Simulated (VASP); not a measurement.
## SrCl2: single point with PBE

SrCl2:

```xyz
3
Lattice="4.4072 0.0000 0.0000 -2.2036 3.8168 0.0000 0.0000 0.0000 5.5961" Properties=species:S:1:pos:R:3 pbc="T T T"
Sr    0.0000    0.0000    0.0000
Cl    0.0000    2.5445    1.3917
Cl    2.2036    1.2723    4.2044
```

| Property | Result |
| --- | --- |
| Program | VASP 6.6.1 |
| Task | single point |
| Functional | PBE |
| Potentials or basis | VASP PAW PBE potentials, release 64 (Sr_sv, Cl) |
| Cutoff | 500 eV |
| k mesh | 6 × 6 × 2 |
| Occupations | gaussian, width 0.01 eV |
| Spin | no spin polarisation |

```yaml
Pressure: 1.3 GPa
Largest_force: 0.024 eV/Å
Band_gap_on_the_k_mesh: 5.16 eV
```

Forces in eV/Å, atoms in the order of the input:
```
Sr   0.000  0.000  0.000
Cl   0.000  0.000  0.024
Cl   0.000  0.000 -0.024
```

Levels at points of the mesh, in eV from the valence-band top:
```csv
k point,band 10,band 11,band 12,band 13,band 14,band 15
"(0.00, 0.00, 0.00)",-0.45,-0.45,0.00,5.16,6.69,6.69
"(0.50, 0.00, 0.00)",-0.96,-0.94,-0.80,5.46,7.00,8.09
"(0.00, 0.00, 0.50)",-0.94,-0.63,-0.63,6.43,6.43,6.62
"(0.50, 0.00, 0.50)",-0.76,-0.57,-0.29,6.14,7.53,7.82
```

Wall time 40 s on 1 thread of Intel Xeon 8259CL, with other jobs on the host, peak memory 0.2 GiB.

Caveat: the k points lie up to 0.56 Å⁻¹ apart. A k mesh can miss the band edges.
